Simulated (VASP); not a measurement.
## Rb: single point with PBEsol

Crystal: Rb.

```
CELL_PARAMETERS angstrom
-2.91824 2.91824 3.03048
2.91824 -2.91824 3.03048
2.91824 2.91824 -3.03048
ATOMIC_POSITIONS crystal
Rb 0.00000 0.00000 0.00000
```

This cell differs from its parent crystal: strain +0.040 along x and y, +0.080 along z.

| Property | Result |
| --- | --- |
| Program | VASP 6.6.1 |
| Task | single point |
| Functional | PBEsol |
| Potentials or basis | VASP PAW PBE potentials, release 64 (Rb_sv) |
| Cutoff | 520 eV |
| k mesh | 12 × 12 × 12 |
| Occupations | gaussian, width 0.15 eV |
| Spin | no spin polarisation |

```
Pressure : -0.4 GPa
```

Levels at points of the mesh, in eV from the Fermi level:
```tsv
k point	band 2	band 3	band 4	band 5	band 6	band 7	band 8	band 9
(0.00, 0.00, 0.00)	-12.99	-12.99	-12.99	-1.81	3.51	3.51	3.68	4.31
(0.50, 0.00, 0.00)	-13.05	-13.01	-12.99	0.24	0.68	2.62	3.96	4.90
(0.50, 0.50, 0.00)	-13.05	-13.01	-12.99	0.31	0.76	2.44	4.06	4.72
(0.50, 0.50, 0.50)	-13.04	-13.03	-13.03	1.29	1.39	2.72	3.06	3.06
```

Run time: 2.3 min on 1 thread of Intel(R) Xeon(R) Platinum 8375C CPU @ 2.90GHz (Ice Lake), on a shared host, peak memory 0.34 GiB.

Caveat: the cell differs from its parent crystal (strain +0.040 along x and y, +0.080 along z); the PAW data sets were made with another functional, which shifts forces and pressure a little.
